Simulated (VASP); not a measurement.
# Al (P6_3/mmc) in VASP: a series of runs, part 2 of 2

VASP 6.6.1. Earlier steps stand in the parts before.

### Step 4. Single point, PBEsol

This run uses another cell than the first one, of 15.85 Å³/atom, 1.042 times its volume.

The input, INCAR:

```
  ALGO = Normal
  EDIFF = 1E-6
  ENCUT = 520
  GGA = PS
  ISIF = 2
  ISMEAR = 1
  LASPH = T
  LCHARG = F
  LREAL = F
  LWAVE = F
  NBANDS = 14
  NELM = 100
  PREC = Accurate
  SIGMA = 0.1
```

The input, KPOINTS:

```
k-points
0
Gamma
  9 9 3
```

The input, POSCAR:

```
Al
1.0
    2.8043364215      0.0000000000      0.0000000000
   -1.4021682107      2.4286265818      0.0000000000
    0.0000000000      0.0000000000      9.3086852492
Al
4
Direct
    0.0000000000      0.0000000000      0.0000000000
    0.0000000000      0.0000000000      0.5000000000
    0.3333333333      0.6666666667      0.2500000000
    0.6666666667      0.3333333333      0.7500000000
```

Potentials or basis: VASP PAW PBE potentials, release 64 (Al).

Command:

```bash
> cat potpaw_PBE.64/Al/POTCAR > POTCAR
> mpirun -np 1 vasp_std > vasp.out
```

OUTCAR:

```text
EDIFF = 1E-6
   ENCUT = 520
   GGA = PS
   ISIF = 2
   ISMEAR = 1
   LASPH = T
   LREAL = F
   NELM = 100
   PREC = Accurate

 ion  position               nearest neighbor table
   1  0.000  0.000  0.000-   3 2.83   4 2.83   3 2.83   4 2.83   4 2.83   3 2.83
   2  0.000  0.000  0.500-   3 2.83   4 2.83   3 2.83   4 2.83   4 2.83   3 2.83
   3  0.333  0.667  0.250-   1 2.83   2 2.83   1 2.83   2 2.83   1 2.83   2 2.83
   4  0.667  0.333  0.750-   1 2.83   2 2.83   1 2.83   2 2.83   1 2.83   2 2.83

  LATTYP: Found a hexagonal cell.
 ALAT       =     2.8043364215
 C/A-ratio  =     3.3193896345

  Lattice vectors:

 A1 = (   2.8043364215,   0.0000000000,   0.0000000000)
 A2 = (  -1.4021682107,   2.4286265818,   0.0000000000)
 A3 = (   0.0000000000,   0.0000000000,   9.3086852492)

Analysis of symmetry for initial positions (statically):
=====================================================================
 Subroutine PRICEL returns:
 Original cell was already a primitive cell.

 Routine SETGRP: Setting up the symmetry group for a
 hexagonal supercell.

 Subroutine GETGRP returns: Found 24 space group operations
 (whereof 12 operations were pure point group operations)
 out of a pool of 24 trial point group operations.

The static configuration has the point symmetry D_3d.
 The point group associated with its full space group is D_6h.

Analysis of symmetry for dynamics (positions and initial velocities):
=====================================================================
 Subroutine PRICEL returns:
 Original cell was already a primitive cell.

 Routine SETGRP: Setting up the symmetry group for a
 hexagonal supercell.

 Subroutine GETGRP returns: Found 24 space group operations
 (whereof 12 operations were pure point group operations)
 out of a pool of 24 trial point group operations.

[... 132 lines left out ...]
   IVDW    =     0    specifies the selected vdW correction
   LEPSILON=     F    determine dielectric tensor
   LRPA    =     F    only Hartree local field effects (RPA)
 non-spin polarized calculation
 Methfessel and Paxton  Order N= 1 SIGMA  =   0.10
  energy-cutoff  :      520.00
  volume of cell :       63.40
 maximum number of plane-waves:      1720
 NGX is ok and might be reduce to    24
   NGX = 11   NGY = 11   NGZ = 35

 number of electron      12.0000000 magnetization

 Free energy of the ion-electron system (eV)
  ---------------------------------------------------
  ext. energy  EPLUGINS =         0.00000000
  ---------------------------------------------------
  free energy    TOTEN  =       -16.29895947 eV

  energy without entropy =      -16.29517797  energy(sigma->0) =      -16.29769897

 E-fermi :   8.2898     XC(G=0): -10.4050

 val. band max:        8.2540998795   @ k =   0.3333   0.1111   0.0000
 cond. band min:       8.3084662892   @ k =   0.3333   0.2222   0.3333
 fundamental gap:      0.0543664097
 Fermi energy:         8.2898452030

 k-point     1 :       0.0000    0.0000    0.0000
  band No.  band energies     occupation
      1      -3.0371      2.00000
      2      -1.3427      2.00000
      3      -1.3373      2.00000
      4       3.5315      2.00000
      5       3.7410      2.00000
      6      11.5808      0.00000
      7      11.5910      0.00000
      8      19.5953      0.00000
      9      19.5953      0.00000
     10      19.7125      0.00000
     11      19.7125      0.00000
     12      20.6300      0.00000
     13      20.6367      0.00000
     14      20.6697      0.00000
[... 377 lines left out ...]
      1       5.1527      2.00000
      2       5.2528      2.00000
      3       5.2528      2.00000
      4       5.6011      2.00000
      5       5.7700      2.00000
      6       5.7700      2.00000
      7       7.8506      2.00000
      8       7.8506      2.00000
      9       8.2482      1.64187
     10       9.6682     -0.00000
     11       9.9413     -0.00000
     12       9.9413     -0.00000
     13      13.8164      0.00000
     14      13.8164      0.00000

------------------------ aborting loop because EDIFF is reached ----------------------------------------

  FORCE on cell =-STRESS in cart. coord.  units (eV):
  Direction    XX          YY          ZZ          XY          YZ          ZX
  --------------------------------------------------------------------------------------
  -------------------------------------------------------------------------------------
  Total        0.8215403      0.8215403      0.8218252      0.0000000     -0.0000000     -0.0000000
  in kB       20.7615717     20.7615717     20.7687734      0.0000000     -0.0000000     -0.0000000
  external PRESSURE =      20.7639723 kB  Pullay stress =       0.0000000 kB

 VOLUME and BASIS-vectors are now :
 -----------------------------------------------------------------------------
  energy-cutoff  :      520.00
  volume of cell :       63.40
      direct lattice vectors                 reciprocal lattice vectors
     2.804336421  0.000000000  0.000000000     0.356590597  0.205877677  0.000000000
    -1.402168211  2.428626582  0.000000000     0.000000000  0.411755355  0.000000000
     0.000000000  0.000000000  9.308685249     0.000000000  0.000000000  0.107426556

 POSITION                                       TOTAL-FORCE (eV/Angst)
 -----------------------------------------------------------------------------------
      0.00000      0.00000      0.00000        -0.000000      0.000000      0.000000
      0.00000      0.00000      4.65434         0.000000      0.000000      0.000000
     -0.00000      1.61908      2.32717        -0.000000      0.000000      0.000000
      1.40217      0.80954      6.98151         0.000000      0.000000     -0.000000
 -----------------------------------------------------------------------------------
    total drift:                               -0.000000     -0.000000      0.000000

  FREE ENERGIE OF THE ION-ELECTRON SYSTEM (eV)
  ---------------------------------------------------
  free  energy   TOTEN  =       -16.2989594721 eV

  energy  without entropy=      -16.2951779714  energy(sigma->0) =      -16.29769897
```

OSZICAR:

```text
N       E                     dE             d eps       ncg     rms          rms(c)
DAV:   1     0.403912146366E+01    0.40391E+01   -0.42213E+03   680   0.665E+02
DAV:   2    -0.158026951830E+02   -0.19842E+02   -0.18462E+02   900   0.889E+01
DAV:   3    -0.164147209879E+02   -0.61203E+00   -0.60584E+00   920   0.126E+01
DAV:   4    -0.164186314577E+02   -0.39105E-02   -0.39101E-02   826   0.128E+00
DAV:   5    -0.164186773540E+02   -0.45896E-04   -0.45896E-04   904   0.141E-01    0.292E+00
DAV:   6    -0.163470352219E+02    0.71642E-01   -0.77384E-03   796   0.440E-01    0.166E+00
DAV:   7    -0.162996997695E+02    0.47335E-01   -0.17734E-02   756   0.640E-01    0.251E-01
DAV:   8    -0.162989669585E+02    0.73281E-03   -0.45164E-04   976   0.106E-01    0.416E-02
DAV:   9    -0.162989599499E+02    0.70086E-05   -0.13570E-05   846   0.185E-02    0.772E-03
DAV:  10    -0.162989594721E+02    0.47784E-06   -0.37634E-07   636   0.374E-03
   1 F= -.16298959E+02 E0= -.16297699E+02  d E =-.378150E-02
```

stdout:

```text
POSCAR found type information on POSCAR Al
 POSCAR found :  1 types and       4 ions
 scaLAPACK will be used
 -----------------------------------------------------------------------------
|                                                                             |
|                                                                             |
|     You enforced a specific xc type in the INCAR file but a different       |
|     I HOPE YOU KNOW WHAT YOU ARE DOING!                                     |
|                                                                             |
 -----------------------------------------------------------------------------

 LDA part: xc-table for (Slater+PW92), standard interpolation
 POSCAR, INCAR and KPOINTS ok, starting setup
 FFT: planning ... GRIDC
 FFT: planning ... GRID_SOFT
 FFT: planning ... GRID
 WAVECAR not read
 entering main loop
```

Wall time 38 s (1 thread of AMD EPYC 7R13, shared host); peak memory 0.15 GiB.

What came out:

* Free energy: -16.2990 eV
* Pressure: 2.1 GPa
* Band gap on the k mesh: zero (band 6 reaches 12.16 eV, above the bottom of band 7 at 7.05 eV)

Levels at points of the mesh, in eV from the Fermi level:
| k point | band 2 | band 3 | band 4 | band 5 | band 6 | band 7 | band 8 | band 9 |
| --- | --- | --- | --- | --- | --- | --- | --- | --- |
| (0.00, 0.00, 0.00) | -9.63 | -9.63 | -4.76 | -4.55 | 3.29 | 3.30 | 11.31 | 11.31 |

Caveat: the PAW data sets were made with another functional, which shifts forces and pressure a little.

### Step 5. The runs side by side

| cell | gap on the mesh (eV) | pressure (GPa) |
| --- | --- | --- |
| a = 2.770, b = 2.770, c = 9.155 Å, angles 90.0, 90.0, 120.0°, 4 atoms | none | 6.1 |
| a = 2.755, b = 2.755, c = 9.089 Å, angles 90.0, 90.0, 120.0°, 4 atoms | none | 8.0 |
| a = 2.804, b = 2.804, c = 9.309 Å, angles 90.0, 90.0, 120.0°, 4 atoms | none | 2.1 |

Alike in all rows: task single point; level PBEsol; potentials or basis VASP PAW PBE potentials, release 64 (Al); no spin polarisation; k mesh 9 × 9 × 3; cutoff (eV) 520; smearing methfessel-paxton 0.1 eV.

Caveats: the PAW data sets were made with another functional, which shifts forces and pressure a little.

Absolute energies hang on the potentials; compare differences alone.
